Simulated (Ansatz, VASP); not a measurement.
**One calculation of Al3GaN4, two programs**

```xyz
8
Lattice="4.3409 0.0000 0.0000 0.0000 4.3409 0.0000 0.0000 0.0000 4.3409" Properties=species:S:1:pos:R:3 pbc="T T T"
Al    2.1704    2.1704    0.0000
Al    2.1704    0.0000    2.1704
Al    0.0000    2.1704    2.1704
Ga    0.0000    0.0000    0.0000
N     3.2327    3.2327    1.1082
N     3.2327    1.1082    3.2327
N     1.1082    3.2327    3.2327
N     1.1082    1.1082    1.1082
```

Alike in both runs: task single point; functional PBEsol; k mesh 6 × 6 × 6; occupations gaussian, width 0.02 eV; no spin polarisation.

```csv
,VASP,Ansatz
version,VASP 6.6.1,Ansatz 0.2.0
potentials or method,"VASP PAW PBE potentials, release 64 (Al, Ga_d, N), cutoff 520 eV","scalar-relativistic, plane waves, PAW"
valence electrons in the cell,42,42
```

```tsv
	VASP	Ansatz	Ansatz less VASP
gap on the k mesh at the Fermi level (eV)	3.34	3.35	+0.005
least direct gap on the mesh (eV)	3.35	3.35	+0.006
pressure (GPa)	9.8	9.8	+0.02
rms of the force components (eV/Å)	0.001	0.005	+0.0038
```

VASP's potentials were made for PBE, not for PBEsol. Atom by atom the forces differ by 0.006 eV/Å (rms over components).
